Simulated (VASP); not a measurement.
# C (Fmmm) in VASP: a series of runs

Runs on C. Level: PBEsol+D3(BJ). Tasks: single point.

All numbers are computed with VASP 6.6.1; they aren't measurements. Logs are shortened: lines on timing, memory, paths and dates and some standing lists are left out, and cuts for length are marked.

## Step 1: The cell of the first run

It takes space group Fmmm (No. 69, orthorhombic). Conventional cell: a = 2.532 Å, b = 4.382 Å, c = 7.274 Å, α = 90.00°, β = 90.00°, γ = 90.00°. C (site symmetry m2m) has 3 C at 1.46 Å within 1.9 Å.

## Step 2: Single point, PBEsol+D3(BJ) (10.09 Å³/atom)

The input, INCAR:

```
SYSTEM = C
PREC = Accurate
ENCUT = 520
EDIFF = 1E-6
ISMEAR = 0
SIGMA = 0.03
LREAL = .FALSE.
LASPH = .TRUE.
NELM = 100
ALGO = Normal
ISIF = 2
LWAVE = .FALSE.
LCHARG = .FALSE.
GGA = PS
IVDW = 12
NBANDS = 11
```

The input, KPOINTS:

```
regular mesh
0
G
  18 18 18
  0 0 0
```

The input, POSCAR:

```
C
1.0
    0.0000000000      2.1912093866      3.6370865643
    1.2659326610      0.0000000000      3.6370865643
    1.2659326610      2.1912093866      0.0000000000
C
2
Direct
    0.1667066167      0.8332933833      0.1667066167
    0.8332933833      0.1667066167      0.8332933833
```

Potentials or basis: VASP PAW PBE potentials, release 64 (C).

The run is started by

```console
$ cat potpaw_PBE.64/C/POTCAR > POTCAR
$ mpirun -np 1 vasp_std > vasp.out
```

OUTCAR:

```text
SYSTEM = C
   PREC = Accurate
   ENCUT = 520
   EDIFF = 1E-6
   ISMEAR = 0
   LREAL = .FALSE.
   LASPH = .TRUE.
   NELM = 100
   ISIF = 2
   GGA = PS
   IVDW = 12
 IVDW          = 12

 ion  position               nearest neighbor table
   1  0.167  0.833  0.167-   2 1.46   2 1.46   2 1.46
   2  0.833  0.167  0.833-   1 1.46   1 1.46   1 1.46

  LATTYP: Found a face centered orthorhombic cell.
 ALAT       =     2.5318653220
 B/A-ratio  =     1.7309051691
 C/A-ratio  =     2.8730489989

  Lattice vectors:

 A1 = (   0.0000000000,   2.1912093866,   3.6370865643)
 A2 = (   1.2659326610,   0.0000000000,   3.6370865643)
 A3 = (   1.2659326610,   2.1912093866,   0.0000000000)

Analysis of symmetry for initial positions (statically):
=====================================================================
 Subroutine PRICEL returns:
 Original cell was already a primitive cell.

 Routine SETGRP: Setting up the symmetry group for a
 face centered orthorhombic supercell.

 Subroutine GETGRP returns: Found  8 space group operations
 (whereof  8 operations were pure point group operations)
 out of a pool of  8 trial point group operations.

The static configuration has the point symmetry D_2h.

Analysis of symmetry for dynamics (positions and initial velocities):
=====================================================================
 Subroutine PRICEL returns:
 Original cell was already a primitive cell.

 Routine SETGRP: Setting up the symmetry group for a
 face centered orthorhombic supercell.

 Subroutine GETGRP returns: Found  8 space group operations
 (whereof  8 operations were pure point group operations)
 out of a pool of  8 trial point group operations.

The dynamic configuration has the point symmetry D_2h.

 Subroutine INISYM returns: Found  8 space group operations
 (whereof  8 operations are pure point group operations),
 and found     1 'primitive' translations

----------------------------------------------------------------------------------------

                                     Primitive cell

  volume of cell :      20.1780

  direct lattice vectors                    reciprocal lattice vectors
     0.000000000  2.191209387  3.637086564    -0.394965716  0.228184492  0.137472670
     1.265932661  0.000000000  3.637086564     0.394965716 -0.228184492  0.137472670
     1.265932661  2.191209387  0.000000000     0.394965716  0.228184492 -0.137472670

  length of vectors
[... 90 lines left out ...]
   POTIM  = 0.5000    time-step for ionic-motion
   TEBEG  =    0.0;   TEEND  =   0.0 temperature during run
   PSTRESS=    0.0 pullay stress
   NELECT =       8.0000    total number of electrons
   NUPDOWN=      -1.0000    fix difference up-down
   EMIN   =  10.00;   EMAX   =-10.00  energy-range for DOS
   EFERMI =   0.00;   METHOD = LEGACY
   ISMEAR =     0;   SIGMA  =   0.03  broadening in eV -4-tet -1-fermi 0-gaus
   EFERMI_NEDOS =   21; number of points for ismear=-14 and -15
   IALGO  =     38    algorithm
   IMIX   =      4    mixing-type and parameters
     AMIX     =   0.40;   BMIX     =  1.00
     AMIX_MAG =   1.60;   BMIX_MAG =  1.00
  volume/ion in A,a.u.               =      10.09        68.08
  Fermi-wavevector in a.u.,A,eV,Ry     =   1.202667  2.272711 19.679580  1.446408
  Thomas-Fermi vector in A             =   2.338442
   LORBIT       =      0    0 simple, 1 ext, 2 COOP (PROOUT), +10 PAW based schemes
   GGA     = PS    functional components
   LHFCALC =     F    Hartree Fock is set to
   AEXX    =    0.0000 exact exchange contribution
   IVDW    =    12    specifies the selected vdW correction
   LEPSILON=     F    determine dielectric tensor
   LRPA    =     F    only Hartree local field effects (RPA)
 non-spin polarized calculation
 Gauss-broadening in eV      SIGMA  =   0.03
  energy-cutoff  :      520.00
  volume of cell :       20.18
 maximum number of plane-waves:       566
   NGX = 15   NGY = 15   NGZ =  9

 number of electron       8.0000000 magnetization

 Free energy of the ion-electron system (eV)
  ---------------------------------------------------
  ext. energy  EPLUGINS =         0.00000000
  ---------------------------------------------------
  free energy    TOTEN  =       -19.18506759 eV

  energy without entropy =      -19.18505615  energy(sigma->0) =      -19.18506187

 E-fermi :   3.4770     XC(G=0):  -9.8296

 val. band max:        3.4515642628   @ k =  -0.2778   0.0556   0.3333
 cond. band min:       3.5023837174   @ k =  -0.2222   0.1111   0.3333
 fundamental gap:      0.0508194547
 Fermi energy:         3.4769681659

 k-point     1 :       0.0000    0.0000    0.0000
  band No.  band energies     occupation
      1     -15.4574      2.00000
      2      -2.9365      2.00000
      3       0.4677      2.00000
      4       0.4683      2.00000
      5       7.2864      0.00000
      6      11.2700      0.00000
      7      11.3066      0.00000
      8      13.9877      0.00000
      9      14.4175      0.00000
     10      24.7780      0.00000
     11      25.9117      0.00000
[... 309 lines left out ...]
 k-point    24 :      -0.2222    0.0556   -0.0000
  band No.  band energies     occupation
      1     -13.7155      2.00000
      2      -4.4534      2.00000
      3      -1.6566      2.00000
      4      -1.1170      2.00000
      5       9.2826      0.00000
      6       9.7284      0.00000
      7      10.7280      0.00000
      8      16.8598      0.00000
      9      18.0565      0.00000
     10      20.6978      0.00000
     11      25.7397      0.00000

 [... further k-points ...]

------------------------ aborting loop because EDIFF is reached ----------------------------------------

 Edisp (eV)   -0.19769

 E8    (eV) :    -0.0959

  FORCE on cell =-STRESS in cart. coord.  units (eV):
  Direction    XX          YY          ZZ          XY          YZ          ZX
  --------------------------------------------------------------------------------------
  -------------------------------------------------------------------------------------
  Total      -3.77990    -3.74876    -0.21053     0.00000     0.00000     0.00000
  in kB    -300.13216  -297.65986   -16.71691     0.00000     0.00000     0.00000
  external pressure =     -204.84 kB  Pullay stress =        0.00 kB

 VOLUME and BASIS-vectors are now :
 -----------------------------------------------------------------------------
  energy-cutoff  :      520.00
  volume of cell :       20.18
      direct lattice vectors                 reciprocal lattice vectors
     0.000000000  2.191209387  3.637086564    -0.394965716  0.228184492  0.137472670
     1.265932661  0.000000000  3.637086564     0.394965716 -0.228184492  0.137472670
     1.265932661  2.191209387  0.000000000     0.394965716  0.228184492 -0.137472670

 POSITION                                       TOTAL-FORCE (eV/Angst)
 -----------------------------------------------------------------------------------
      1.26593      0.73058      3.63709         0.000000     -0.007508      0.000000
      1.26593      3.65184      3.63709         0.000000      0.007508      0.000000
 -----------------------------------------------------------------------------------
    total drift:                               -0.000000      0.000000     -0.000000

  FREE ENERGIE OF THE ION-ELECTRON SYSTEM (eV)
  ---------------------------------------------------
  free  energy   TOTEN  =       -19.3827549015 eV

  energy  without entropy=      -19.3827434587  energy(sigma->0) =      -19.38274918
```

OSZICAR:

```text
N       E                     dE             d eps       ncg     rms          rms(c)
DAV:   1     0.640881453633E+00    0.64088E+00   -0.39976E+03 19313   0.639E+02
DAV:   2    -0.195798112626E+02   -0.20221E+02   -0.19251E+02 25342   0.116E+02
DAV:   3    -0.201018512024E+02   -0.52204E+00   -0.52087E+00 24144   0.153E+01
DAV:   4    -0.201039897747E+02   -0.21386E-02   -0.21383E-02 22255   0.119E+00
DAV:   5    -0.201039994019E+02   -0.96272E-05   -0.96269E-05 24214   0.730E-02    0.573E+00
DAV:   6    -0.194099954166E+02    0.69400E+00   -0.57793E-01 21864   0.429E+00    0.331E+00
DAV:   7    -0.191829304575E+02    0.22706E+00   -0.66796E-01 22533   0.467E+00    0.810E-01
DAV:   8    -0.191851809786E+02   -0.22505E-02   -0.17311E-02 21199   0.815E-01    0.105E-01
DAV:   9    -0.191849864478E+02    0.19453E-03   -0.45854E-04 23171   0.133E-01    0.528E-02
DAV:  10    -0.191850669598E+02   -0.80512E-04   -0.15535E-04 21159   0.773E-02    0.234E-02
DAV:  11    -0.191850675911E+02   -0.63121E-06   -0.58478E-06 23485   0.135E-02
   1 F= -.19382755E+02 E0= -.19382749E+02  d E =-.114427E-04
```

Wall time 62 s (1 thread of Intel Xeon 6975P-C (Granite Rapids), shared host); peak memory 0.27 GiB.

What came out:

```yaml
Free_energy: -19.3828 eV
Pressure: -20.5 GPa
Largest_force: 0.008 eV/Å
Dispersion_energy_per_atom: -0.099 eV
```

Forces in eV/Å, atoms in the order of the input:
```
C    0.000 -0.008  0.000
C    0.000  0.008  0.000
```

Caveat: the stress differs along the axes, from -30 to -2 GPa; the PAW data sets were made with another functional, which shifts forces and pressure a little.

## Step 3: Single point, PBEsol+D3(BJ) (10.09 Å³/atom)

The input, INCAR:

```
SYSTEM = C
ALGO     = Normal         ! electronic algorithm
EDIFF    = 1E-7           ! SCF threshold, eV
ENCUT    = 520            ! plane-wave cutoff, eV
GGA      = PS             ! functional
ISIF     = 2              ! what is computed and relaxed
ISMEAR   = 0              ! smearing method
IVDW     = 12             ! dispersion correction
LASPH    = .True.         ! aspherical terms in the spheres
LCHARG   = .True.         ! write CHGCAR
LELF     = .True.         ! ELF
LREAL    = .False.        ! projectors in reciprocal space
LVHAR    = .True.       
LWAVE    = .False.        ! write WAVECAR
NBANDS   = 11             ! bands
NELM     = 60             ! most SCF steps
PREC     = Accurate       ! precision mode
SIGMA    = 0.03           ! smearing width, eV
```

The input, KPOINTS:

```
k-points
0
Gamma
  18 18 18
  0 0 0
```

The input, POSCAR:

```
C
1.0
    0.0000000000      2.1043341680      3.9435920566
    1.2157420324      0.0000000000      3.9435920566
    1.2157420324      2.1043341680      0.0000000000
C
2
Direct
    0.1667066167      0.8332933833      0.1667066167
    0.8332933833      0.1667066167      0.8332933833
```

Potentials or basis: VASP PAW PBE potentials, release 64 (C).

The run is started by

```console
$ cat potpaw_PBE.64/C/POTCAR > POTCAR
$ mpirun -np 1 vasp_std > vasp.out
```

Wall time 90 s (1 thread of Intel Xeon 6975P-C (Granite Rapids), shared host); peak memory 0.27 GiB.

Results (log left out):

* Free energy: -19.4499 eV
* Pressure: 8.9 GPa
* Largest force: 0.008 eV/Å
* Dispersion energy per atom: -0.092 eV

Forces on the atoms (eV/Å):
```
C    0.000 -0.008  0.000
C    0.000  0.008  0.000
```

Stress tensor (GPa, compression positive):
```
14.14  0.00  0.00
 0.00 14.54  0.00
 0.00  0.00 -2.07
```

Caveat: the stress differs along the axes, from -2 to 15 GPa; the PAW data sets were made with another functional, which shifts forces and pressure a little.

[end of part 1 of 2]
